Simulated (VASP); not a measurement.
# SnO2 (Pnnm) in VASP: further runs, part 2 of 2

VASP 6.6.1.

### 5 Single point, LDA

This run uses another cell than the first one, of 13.10 Å³/atom, 1.235 times its volume.

INCAR

```
ALGO     = Normal         # electronic algorithm
EDIFF    = 1E-7           # SCF threshold, eV
ENCUT    = 520            # plane-wave cutoff, eV
GGA      = CA             # functional
ISIF     = 2              # what is computed and relaxed
ISMEAR   = 0              # smearing method
LASPH    = True           # aspherical terms in the spheres
LCHARG   = False          # write CHGCAR
LREAL    = False          # projectors in reciprocal space
LWAVE    = False          # write WAVECAR
NBANDS   = 35             # bands
NELM     = 100            # most SCF steps
PREC     = Accurate       # precision mode
SIGMA    = 0.05           # smearing width, eV
```

KPOINTS

```
k-points
0
Gamma
  6 6 8
```

POSCAR

```
SnO2
1.0
    4.8820573695      0.0000000000      0.0000000000
    0.0000000000      4.8826571076      0.0000000000
    0.0000000000      0.0000000000      3.2983446198
Sn O
2 4
Direct
    0.5000000000      0.5000000000      0.5000000000
    0.0000000000      0.0000000000      0.0000000000
    0.3059833077      0.3580510778      0.0000000000
    0.8059833077      0.1419489222      0.5000000000
    0.1940166923      0.8580510778      0.5000000000
    0.6940166923      0.6419489222      0.0000000000
```

The run is started by

```sh
> cat potpaw_LDA.64/Sn_d/POTCAR potpaw_LDA.64/O/POTCAR > POTCAR
> mpirun -np 1 vasp_std > vasp.out
```

It took 66 s on 1 thread of Intel Xeon 6975P-C (Granite Rapids), shared host; peak memory 0.27 GiB.

Results (log left out):

| Property | Result |
| --- | --- |
| Free energy | -40.9065 eV |
| Pressure | -7.2 GPa |
| Largest force | 3.088 eV/Å |
| Band gap on the k mesh | 0.66 eV, indirect (least direct gap 0.70 eV) |

Forces in eV/Å, atoms in the order of the input:
```
Sn   0.000  0.000  0.000
Sn   0.000  0.000  0.000
O   -2.215 -2.152  0.000
O   -2.215  2.152  0.000
O    2.215 -2.152  0.000
O    2.215  2.152  0.000
```

Stress tensor (GPa, compression positive):
```
 -1.54   0.00   0.00
  0.00  -9.73   0.00
  0.00   0.00 -10.23
```

Levels at points of the mesh, in eV from the valence-band top:
```tsv
k point	band 23	band 24	band 25	band 26	band 27	band 28	band 29	band 30
(0.00, 0.00, 0.00)	-0.96	-0.45	-0.36	-0.03	0.66	4.26	5.91	6.14
(0.50, 0.00, 0.00)	-1.05	-1.05	-0.36	-0.36	3.24	3.24	5.77	5.77
(0.00, 0.50, 0.00)	-1.04	-1.04	-0.63	-0.63	3.50	3.50	6.49	6.49
(0.50, 0.50, 0.00)	-0.97	-0.97	-0.61	-0.61	3.28	3.28	6.45	6.45
(0.00, 0.00, 0.50)	-1.22	-1.22	-0.90	-0.90	5.76	5.76	8.28	8.28
(0.50, 0.00, 0.50)	-0.76	-0.76	-0.35	-0.35	6.07	6.07	6.97	6.97
(0.00, 0.50, 0.50)	-0.89	-0.89	-0.29	-0.29	5.98	5.98	6.56	6.56
(0.50, 0.50, 0.50)	-1.10	-1.10	-0.54	-0.54	5.24	5.24	7.28	7.28
```

Caveat: spin-orbit coupling is left out, which moves the levels of the heavy elements; forces of over 1 eV/Å act on the atoms, so gaps and moduli don't describe the material at rest.

### 6 Single point, LDA

This run uses another cell than the first one, of 13.52 Å³/atom, 1.274 times its volume.

INCAR

```
SYSTEM = SnO2
  PREC = Accurate
  ENCUT = 520
  EDIFF = 1E-6
  ISMEAR = 0
  SIGMA = 0.05
  LREAL = .False.
  LASPH = .True.
  NELM = 80
  ALGO = Normal
  ISIF = 2
  LWAVE = .False.
  LCHARG = .False.
  NBANDS = 35
```

KPOINTS

```
Automatic mesh
0
Gamma
  6 6 8
  0 0 0
```

POSCAR

```
SnO2
1.0
    4.9330604771      0.0000000000      0.0000000000
    0.0000000000      4.9336664808      0.0000000000
    0.0000000000      0.0000000000      3.3328025979
Sn O
2 4
Direct
    0.5000000000      0.5000000000      0.5000000000
    0.0000000000      0.0000000000      0.0000000000
    0.3059833077      0.3450716815      0.0000000000
    0.8059833077      0.1549283185      0.5000000000
    0.1940166923      0.8450716815      0.5000000000
    0.6940166923      0.6549283185      0.0000000000
```

Potentials or basis: VASP PAW LDA potentials, release 64 (Sn_d, O).

The run is started by

```sh
> cat potpaw_LDA.64/Sn_d/POTCAR potpaw_LDA.64/O/POTCAR > POTCAR
> mpirun -np 1 vasp_std > vasp.out
```

It took 2.1 min on 1 thread of Intel Xeon 6975P-C (Granite Rapids), shared host; peak memory 0.29 GiB.

The run converged. Its results:

```
Free energy            : -41.1880 eV
Pressure               : -14.5 GPa
Largest force          : 1.873 eV/Å
Band gap on the k mesh : 0.35 eV, indirect (least direct gap 0.43 eV)
```

Forces on the atoms (eV/Å):
```
Sn   0.000  0.000  0.000
Sn   0.000  0.000  0.000
O   -1.259 -1.387  0.000
O   -1.259  1.387  0.000
O    1.259 -1.387  0.000
O    1.259  1.387  0.000
```

Stress tensor (GPa, compression positive):
```
-10.23   0.00   0.00
  0.00 -13.57   0.00
  0.00   0.00 -19.81
```

Levels at points of the mesh, in eV from the valence-band top:
| k point | band 22 | band 23 | band 24 | band 25 | band 26 | band 27 | band 28 | band 29 | band 30 | band 31 |
| --- | --- | --- | --- | --- | --- | --- | --- | --- | --- | --- |
| (0.00, 0.00, 0.00) | -1.20 | -1.07 | -0.48 | -0.47 | -0.07 | 0.36 | 4.24 | 5.67 | 5.83 | 9.37 |
| (0.50, 0.00, 0.00) | -1.29 | -1.11 | -1.11 | -0.39 | -0.39 | 3.03 | 3.03 | 5.75 | 5.75 | 8.96 |
| (0.00, 0.50, 0.00) | -1.40 | -1.11 | -1.11 | -0.63 | -0.63 | 3.24 | 3.24 | 6.28 | 6.28 | 8.88 |
| (0.50, 0.50, 0.00) | -1.20 | -1.15 | -1.15 | -0.61 | -0.61 | 3.12 | 3.12 | 6.32 | 6.32 | 9.14 |
| (0.00, 0.00, 0.50) | -1.85 | -1.19 | -1.19 | -0.99 | -0.99 | 5.25 | 5.25 | 8.41 | 8.41 | 8.87 |
| (0.50, 0.00, 0.50) | -1.57 | -0.73 | -0.73 | -0.52 | -0.52 | 5.54 | 5.54 | 6.89 | 6.89 | 9.17 |
| (0.00, 0.50, 0.50) | -1.19 | -0.85 | -0.85 | -0.48 | -0.48 | 5.46 | 5.46 | 6.58 | 6.58 | 9.95 |
| (0.50, 0.50, 0.50) | -1.75 | -0.99 | -0.99 | -0.54 | -0.54 | 4.61 | 4.61 | 7.35 | 7.35 | 9.65 |

Caveat: spin-orbit coupling is left out, which moves the levels of the heavy elements; forces of over 1 eV/Å act on the atoms, so gaps and moduli don't describe the material at rest. A k mesh can miss the band edges.

### 7 Summary

| cell | gap on the mesh (eV) | pressure (GPa) | largest force (eV/Å) |
| --- | --- | --- | --- |
| a = 4.551, b = 4.551, c = 3.075 Å, 6 atoms | 2.88 | 43.4 | 4.92 |
| a = 4.830, b = 4.831, c = 3.263 Å, 6 atoms | 0.86 | -5.1 | 2.50 |
| a = 4.882, b = 4.883, c = 3.298 Å, 6 atoms | 0.66 | -7.2 | 3.09 |
| a = 4.933, b = 4.934, c = 3.333 Å, 6 atoms | 0.35 | -14.5 | 1.87 |

Some of these runs hold the atoms at other places in the same cell, which the table doesn't show; runs alike in all that it shows share one row.

Alike in all rows: task single point; level LDA; potentials or basis VASP PAW LDA potentials, release 64 (Sn_d, O); no spin polarisation; k mesh 6 × 6 × 8; cutoff (eV) 520; smearing gaussian 0.05 eV.

Caveats: spin-orbit coupling is left out, which moves the levels of the heavy elements; forces of over 1 eV/Å act on the atoms, so gaps and moduli don't describe the material at rest.

Absolute energies hang on the potentials; compare differences alone.
